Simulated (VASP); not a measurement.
# GdO (F-43m) in VASP: notebook

GdO is run at these levels: LDA, r2SCAN; tasks: single point.

Everything below comes from runs of VASP 6.6.1. Logs are shortened: lines on timing, memory, paths and dates and some standing lists are left out, and cuts for length are marked.

### 1 The cell of the first run

Symmetry: F-43m, No. 216, cubic system. Conventional cell: a = 5.436 Å, b = 5.436 Å, c = 5.436 Å, α = 90.00°, β = 90.00°, γ = 90.00°. Within 3.1 Å of Gd (site symmetry -43m) lie 4 O at 2.35 Å. Within 3.1 Å of O (site symmetry -43m) lie 4 Gd at 2.35 Å.

### 2 Single point, LDA, collinear spin, ferromagnetic start (20.08 Å³/atom)

The input, INCAR:

```
SYSTEM = GdO
PREC = Accurate
ENCUT = 520
EDIFF = 1E-6
ISMEAR = -1
SIGMA = 0.05
LREAL = .FALSE.
LASPH = .TRUE.
NELM = 150
ALGO = Normal
ISIF = 2
LWAVE = .FALSE.
LCHARG = .FALSE.
ISPIN = 2
MAGMOM = 7 0
LORBIT = 11
LMAXMIX = 6
GGA = CA
NBANDS = 23
```

The input, KPOINTS:

```
regular mesh
0
G
  9 9 9
  0 0 0
```

The input, POSCAR:

```
GdO
1.0
    0.0000000000      2.7178813158      2.7178813158
    2.7178813158      0.0000000000      2.7178813158
    2.7178813158      2.7178813158      0.0000000000
Gd O
1 1
Direct
    0.0000000000      0.0000000000      0.0000000000
    0.7500000000      0.7500000000      0.7500000000
```

Potentials or basis: VASP PAW PBE potentials, release 64 (Gd, O).

Launch:

```sh
$ cat potpaw_PBE.64/Gd/POTCAR potpaw_PBE.64/O/POTCAR > POTCAR
$ mpirun -np 1 vasp_std > vasp.out
```

OUTCAR:

```text
SYSTEM = GdO
   PREC = Accurate
   ENCUT = 520
   EDIFF = 1E-6
   ISMEAR = -1
   LREAL = .FALSE.
   LASPH = .TRUE.
   NELM = 150
   ISIF = 2
   ISPIN = 2
   LORBIT = 11
   GGA = CA

 ion  position               nearest neighbor table
   1  0.000  0.000  0.000-   2 2.35   2 2.35   2 2.35   2 2.35
   2  0.750  0.750  0.750-   1 2.35   1 2.35   1 2.35   1 2.35

  LATTYP: Found a face centered cubic cell.
 ALAT       =     5.4357626316

  Lattice vectors:

 A1 = (   0.0000000000,   2.7178813158,   2.7178813158)
 A2 = (   2.7178813158,   0.0000000000,   2.7178813158)
 A3 = (   2.7178813158,   2.7178813158,   0.0000000000)

Analysis of symmetry for initial positions (statically):
=====================================================================
 Subroutine PRICEL returns:
 Original cell was already a primitive cell.

 Routine SETGRP: Setting up the symmetry group for a
 face centered cubic supercell.

 Subroutine GETGRP returns: Found 24 space group operations
 (whereof 24 operations were pure point group operations)
 out of a pool of 48 trial point group operations.

The static configuration has the point symmetry T_d .

Analysis of symmetry for dynamics (positions and initial velocities):
=====================================================================
 Subroutine PRICEL returns:
 Original cell was already a primitive cell.

 Routine SETGRP: Setting up the symmetry group for a
 face centered cubic supercell.

 Subroutine GETGRP returns: Found 24 space group operations
 (whereof 24 operations were pure point group operations)
 out of a pool of 48 trial point group operations.

The dynamic configuration has the point symmetry T_d .

Analysis of structural, dynamic, and magnetic symmetry:
=====================================================================
 Subroutine PRICEL returns:
 Original cell was already a primitive cell.

 Routine SETGRP: Setting up the symmetry group for a
 face centered cubic supercell.

 Subroutine GETGRP returns: Found 24 space group operations
 (whereof 24 operations were pure point group operations)
 out of a pool of 48 trial point group operations.

The overall configuration has the point symmetry T_d .

 Subroutine INISYM returns: Found 24 space group operations
 (whereof 24 operations are pure point group operations),
 and found     1 'primitive' translations

[... 115 lines left out ...]
  volume/ion in A,a.u.               =      20.08       135.48
  Fermi-wavevector in a.u.,A,eV,Ry     =   1.379023  2.605975 25.874250  1.901704
  Thomas-Fermi vector in A             =   2.504030
   LORBIT       =     11    0 simple, 1 ext, 2 COOP (PROOUT), +10 PAW based schemes
   GGA     = CA    functional components
   LHFCALC =     F    Hartree Fock is set to
   AEXX    =    0.0000 exact exchange contribution
   IVDW    =     0    specifies the selected vdW correction
   LEPSILON=     F    determine dielectric tensor
   LRPA    =     F    only Hartree local field effects (RPA)
 spin polarized calculation
  energy-cutoff  :      520.00
  volume of cell :       40.15
 maximum number of plane-waves:      1092
 NGX is ok and might be reduce to    30
   NGX = 15   NGY = 15   NGZ = 15

 number of electron      23.9999988 magnetization       6.8586248

 Free energy of the ion-electron system (eV)
  ---------------------------------------------------
  ext. energy  EPLUGINS =         0.00000000
  ---------------------------------------------------
  free energy    TOTEN  =       -22.87712326 eV

  energy without entropy =      -22.84724914  energy(sigma->0) =      -22.86218620

 E-fermi :   3.6259     XC(G=0): -10.4312

 val. band max:        3.6255075301   @ k =   0.4444   0.4444   0.0000
 cond. band min:       3.6352570397   @ k =  -0.4444   0.1111   0.0000
 fundamental gap:      0.0097495096
 Fermi energy:         3.6258679181

 spin component 1

 k-point     1 :       0.0000    0.0000    0.0000
  band No.  band energies     occupation
      1     -41.1770      1.00000
      2     -18.6832      1.00000
      3     -18.6832      1.00000
      4     -18.6832      1.00000
      5     -15.4497      1.00000
      6      -2.1639      1.00000
[... 613 lines left out ...]
     22      12.9129      0.00000
     23      13.9638      0.00000

 [... further k-points ...]

 spin component 2

 k-point     1 :       0.0000    0.0000    0.0000
  band No.  band energies     occupation
      1     -38.4152      1.00000
      2     -16.6303      1.00000
      3     -16.6303      1.00000
      4     -16.6303      1.00000
      5     -15.4645      1.00000
      6      -1.9656      1.00000
[... 613 lines left out ...]
     22      13.6982      0.00000
     23      14.4887      0.00000

 [... further k-points ...]

------------------------ aborting loop because EDIFF is reached ----------------------------------------

  FORCE on cell =-STRESS in cart. coord.  units (eV):
  Direction    XX          YY          ZZ          XY          YZ          ZX
  --------------------------------------------------------------------------------------
  -------------------------------------------------------------------------------------
  Total       -2.2309957     -2.2309957     -2.2309957      0.0000000      0.0000000      0.0000000
  in kB      -89.0200559    -89.0200559    -89.0200559      0.0000000      0.0000000      0.0000000
  external PRESSURE =     -89.0200559 kB  Pullay stress =       0.0000000 kB

 VOLUME and BASIS-vectors are now :
 -----------------------------------------------------------------------------
  energy-cutoff  :      520.00
  volume of cell :       40.15
      direct lattice vectors                 reciprocal lattice vectors
     0.000000000  2.717881316  2.717881316    -0.183966826  0.183966826  0.183966826
     2.717881316  0.000000000  2.717881316     0.183966826 -0.183966826  0.183966826
     2.717881316  2.717881316  0.000000000     0.183966826  0.183966826 -0.183966826

 POSITION                                       TOTAL-FORCE (eV/Angst)
 -----------------------------------------------------------------------------------
      0.00000      0.00000      0.00000        -0.000000      0.000000     -0.000000
      4.07682      4.07682      4.07682         0.000000     -0.000000      0.000000
 -----------------------------------------------------------------------------------
    total drift:                               -0.000000     -0.000000      0.000000

  FREE ENERGIE OF THE ION-ELECTRON SYSTEM (eV)
  ---------------------------------------------------
  free  energy   TOTEN  =       -22.8771232596 eV

  energy  without entropy=      -22.8472491417  energy(sigma->0) =      -22.86218620

 total charge

# of ion       s       p       d       f       tot
--------------------------------------------------
    1        2.027   5.594   0.441   7.159  15.222
    2        1.555   3.390   0.000   0.000   4.945
--------------------------------------------------
tot          3.581   8.985   0.441   7.159  20.167

 magnetization (x)

# of ion       s       p       d       f       tot
--------------------------------------------------
    1       -0.005  -0.052   0.085   6.617   6.645
    2       -0.003  -0.051   0.000   0.000  -0.053
--------------------------------------------------
tot         -0.008  -0.103   0.085   6.617   6.592
```

It took 2.8 min on 1 thread of Intel Xeon 8259CL, shared host; peak memory 0.21 GiB.

What came out:

| Quantity | Value |
| --- | --- |
| Free energy | -22.8771 eV |
| Pressure | -8.9 GPa |
| Net moment | 6.86 μB per cell |
| Site moments | Gd +6.64; O -0.05 μB |
| Valence electrons inside the program's atomic spheres | Gd 15.22; O 4.95 |

Caveat: the cell stands under tension; the PAW data sets were made with another functional, which shifts forces and pressure a little; spin-orbit coupling is left out, which moves the levels of the heavy elements; a cell with one magnetic atom can't hold antiferromagnetic order, which such compounds often take; semilocal functionals describe open f shells poorly, which spoils levels, moments and volumes.

### 3 Single point, LDA, collinear spin, ferromagnetic start (20.86 Å³/atom)

This run uses another cell than the first one, of 20.86 Å³/atom.

The input, INCAR:

```
SYSTEM = GdO
  ALGO = Normal
  EDIFF = 1E-7
  ENCUT = 520
  GGA = CA
  ISIF = 2
  ISMEAR = -1
  ISPIN = 2
  LASPH = .TRUE.
  LCHARG = .TRUE.
  LELF = .TRUE.
  LMAXMIX = 6
  LORBIT = 11
  LREAL = .FALSE.
  LVHAR = .TRUE.
  LWAVE = .FALSE.
  MAGMOM = 7 0
  NBANDS = 23
  NELM = 150
  PREC = Accurate
  SIGMA = 0.05
```

The input, KPOINTS:

```
k-points
0
G
  9 9 9
  0 0 0
```

The input, POSCAR:

```
GdO
1.0
    0.0000000000      2.7529546205      2.7529546205
    2.7529546205      0.0000000000      2.7529546205
    2.7529546205      2.7529546205      0.0000000000
Gd O
1 1
Direct
    0.0000000000      0.0000000000      0.0000000000
    0.7500000000      0.7500000000      0.7500000000
```

Potentials or basis: VASP PAW PBE potentials, release 64 (Gd, O).

Launch:

```sh
$ cat potpaw_PBE.64/Gd/POTCAR potpaw_PBE.64/O/POTCAR > POTCAR
$ mpirun -np 1 vasp_std > vasp.out
```

Wall time 3.9 min (1 thread of Intel Xeon 8259CL, shared host); peak memory 0.21 GiB.

Results (log left out):

| Property | Result |
| --- | --- |
| Free energy | -22.7786 eV |
| Pressure | -11.3 GPa |
| Net moment | 6.89 μB per cell |
| Site moments | Gd +6.65; O -0.05 μB |
| Valence electrons inside the program's atomic spheres | Gd 15.20; O 4.93 |

Levels at points of the mesh, in eV from the Fermi level:
Spin up:
```
           k point  band 13  band 14  band 15  band 16  band 17  band 18
(0.00, 0.00, 0.00)    -4.06    -4.06    -4.06    -1.84     2.56     2.56
```
Spin down:
| k point | band 5 | band 6 | band 7 | band 8 | band 9 | band 10 | band 11 | band 12 | band 13 | band 14 |
| --- | --- | --- | --- | --- | --- | --- | --- | --- | --- | --- |
| (0.00, 0.00, 0.00) | -18.92 | -5.40 | -5.40 | -5.40 | -1.92 | 0.45 | 0.45 | 0.45 | 0.64 | 0.64 |

Caveat: the cell stands under tension; the PAW data sets were made with another functional, which shifts forces and pressure a little; spin-orbit coupling is left out, which moves the levels of the heavy elements; a cell with one magnetic atom can't hold antiferromagnetic order, which such compounds often take; semilocal functionals describe open f shells poorly, which spoils levels, moments and volumes. The state reached can hang on the start; a lower one may exist.

### 4 Single point, r2SCAN, collinear spin, ferromagnetic start

This run uses another cell than the first one, of 19.68 Å³/atom.

The input, POSCAR:

```
GdO
1.0
    0.0000000000      2.7000000000      2.7000000000
    2.7000000000      0.0000000000      2.7000000000
    2.7000000000      2.7000000000      0.0000000000
Gd O
1 1
Direct
    0.0000000000      0.0000000000      0.0000000000
    0.7500000000      0.7500000000      0.7500000000
```

The input, INCAR.step1:

```
SYSTEM = GdO
PREC = Accurate
ENCUT = 520
ISMEAR = -1
SIGMA = 0.05
LREAL = .False.
LASPH = .True.
NELM = 150
ISPIN = 2
MAGMOM = 7 0
LMAXMIX = 6
NBANDS = 23
GGA = PE
ALGO = Normal
EDIFF = 1E-4
LWAVE = .True.
LCHARG = .False.
```

The input, INCAR.step2:

```
SYSTEM = GdO
PREC = Accurate
ENCUT = 520
EDIFF = 1E-7
ISMEAR = -1
SIGMA = 0.05
LREAL = .False.
LASPH = .True.
NELM = 150
ALGO = Normal
ISIF = 2
LWAVE = .False.
LCHARG = .False.
ISPIN = 2
MAGMOM = 7 0
LORBIT = 11
LMAXMIX = 6
METAGGA = R2SCAN
LMIXTAU = .True.
NBANDS = 23
ISTART = 1
```

The input, KPOINTS:

```
Automatic mesh
0
Gamma
  9 9 9
  0 0 0
```

Launch:

```sh
$ cat potpaw_PBE.64/Gd/POTCAR potpaw_PBE.64/O/POTCAR > POTCAR
$ cp INCAR.step1 INCAR
$ mpirun -np 1 vasp_std > vasp.out
$ cp INCAR.step2 INCAR
$ mpirun -np 1 vasp_std > vasp.out
```

It took 2.7 min on 1 thread of Intel Xeon 6975P-C (Granite Rapids), shared host; peak memory 0.22 GiB.

The run converged. Its results:

| Quantity | Value |
| --- | --- |
| Free energy | -52.8922 eV |
| Pressure | -2.4 GPa |
| Net moment | 7.94 μB per cell |
| Site moments | Gd +6.99; O +0.03 μB |
| Valence electrons inside the program's atomic spheres | Gd 15.17; O 5.03 |

Levels at points of the mesh, in eV from the Fermi level:
Spin up:
```csv
k point,band 14,band 15,band 16,band 17,band 18,band 19
"(0.00, 0.00, 0.00)",-5.46,-5.46,-2.40,2.79,2.79,4.63
```
Spin down:
```csv
k point,band 5,band 6,band 7,band 8,band 9,band 10,band 11,band 12
"(0.00, 0.00, 0.00)",-20.45,-5.69,-5.69,-5.69,-0.84,1.19,1.19,1.19
```

Caveat: the PAW data sets were made with another functional, which shifts forces and pressure a little; spin-orbit coupling is left out, which moves the levels of the heavy elements; a cell with one magnetic atom can't hold antiferromagnetic order, which such compounds often take; semilocal functionals describe open f shells poorly, which spoils levels, moments and volumes. With open d or f shells a metallic result of r2SCAN can be an artefact of self-interaction; +U or a hybrid may open a gap.

### 5 Single point, r2SCAN, collinear spin, ferromagnetic start

The input, POSCAR:

```
GdO
1.0
    0.0000000000      2.7178813158      2.7178813158
    2.7178813158      0.0000000000      2.7178813158
    2.7178813158      2.7178813158      0.0000000000
Gd O
1 1
Direct
    0.0000000000      0.0000000000      0.0000000000
    0.7500000000      0.7500000000      0.7500000000
```

The input, INCAR.step1:

```
PREC = Accurate
ENCUT = 520
ISMEAR = -1
SIGMA = 0.05
LREAL = False
LASPH = True
NELM = 150
ISPIN = 2
MAGMOM = 7 0
LMAXMIX = 6
NBANDS = 23
GGA = PE
ALGO = Normal
EDIFF = 1E-4
LWAVE = True
LCHARG = False
```

The input, INCAR.step2:

```
PREC = Accurate
ENCUT = 520
EDIFF = 1E-6
ISMEAR = -1
SIGMA = 0.05
LREAL = False
LASPH = True
NELM = 150
ALGO = Normal
ISIF = 2
LWAVE = False
LCHARG = True
ISPIN = 2
MAGMOM = 7 0
LORBIT = 11
LMAXMIX = 6
METAGGA = R2SCAN
LMIXTAU = True
LELF = True
LVHAR = True
NBANDS = 23
ISTART = 1
```

The input, KPOINTS:

```
regular mesh
0
Gamma
  9 9 9
```

Launch:

```sh
$ cat potpaw_PBE.64/Gd/POTCAR potpaw_PBE.64/O/POTCAR > POTCAR
$ cp INCAR.step1 INCAR
$ mpirun -np 1 vasp_std > vasp.out
$ cp INCAR.step2 INCAR
$ mpirun -np 1 vasp_std > vasp.out
```

Wall time 3.7 min (1 thread of Intel Xeon 6975P-C (Granite Rapids), shared host); peak memory 0.24 GiB.

Results (log left out):

```
Free energy                                           : -52.8769 eV
Pressure                                              : -4.4 GPa
Net moment                                            : 7.94 μB per cell
Site moments                                          : Gd +6.98; O +0.03 μB
Valence electrons inside the program's atomic spheres : Gd 15.15; O 5.03
```

Levels at points of the mesh, in eV from the Fermi level:
Spin up:
| k point | band 14 | band 15 | band 16 | band 17 | band 18 | band 19 |
| --- | --- | --- | --- | --- | --- | --- |
| (0.00, 0.00, 0.00) | -5.43 | -5.43 | -2.40 | 2.76 | 2.76 | 4.54 |
Spin down:
| k point | band 6 | band 7 | band 8 | band 9 | band 10 | band 11 |
| --- | --- | --- | --- | --- | --- | --- |
| (0.00, 0.00, 0.00) | -5.57 | -5.57 | -5.57 | -0.84 | 1.15 | 1.15 |

Caveat: the cell stands under tension; the PAW data sets were made with another functional, which shifts forces and pressure a little; spin-orbit coupling is left out, which moves the levels of the heavy elements; a cell with one magnetic atom can't hold antiferromagnetic order, which such compounds often take; semilocal functionals describe open f shells poorly, which spoils levels, moments and volumes. The state reached can hang on the start; a lower one may exist.

### 6 Summary

| level | cell | gap on the mesh (eV) | pressure (GPa) | moment (μB) |
| --- | --- | --- | --- | --- |
| LDA | a = 3.844 Å, angles 60.0°, 2 atoms | none | -8.9 | 6.86 |
| LDA | a = 3.893 Å, angles 60.0°, 2 atoms | none | -11.3 | 6.89 |
| r2SCAN | a = 3.818 Å, angles 60.0°, 2 atoms | none | -2.4 | 7.94 |
| r2SCAN | a = 3.844 Å, angles 60.0°, 2 atoms | none | -4.4 | 7.94 |

Alike in all rows: task single point; potentials or basis VASP PAW PBE potentials, release 64 (Gd, O); spin collinear, ferromagnetic start; k mesh 9 × 9 × 9; cutoff (eV) 520; smearing fermi-dirac 0.05 eV.

Caveats: the PAW data sets were made with another functional, which shifts forces and pressure a little; spin-orbit coupling is left out, which moves the levels of the heavy elements; a cell with one magnetic atom can't hold antiferromagnetic order, which such compounds often take; semilocal functionals describe open f shells poorly, which spoils levels, moments and volumes; the cell stands under tension (at least some runs).

Total energies depend on the potentials used, so only differences within one code and one set of settings carry meaning.
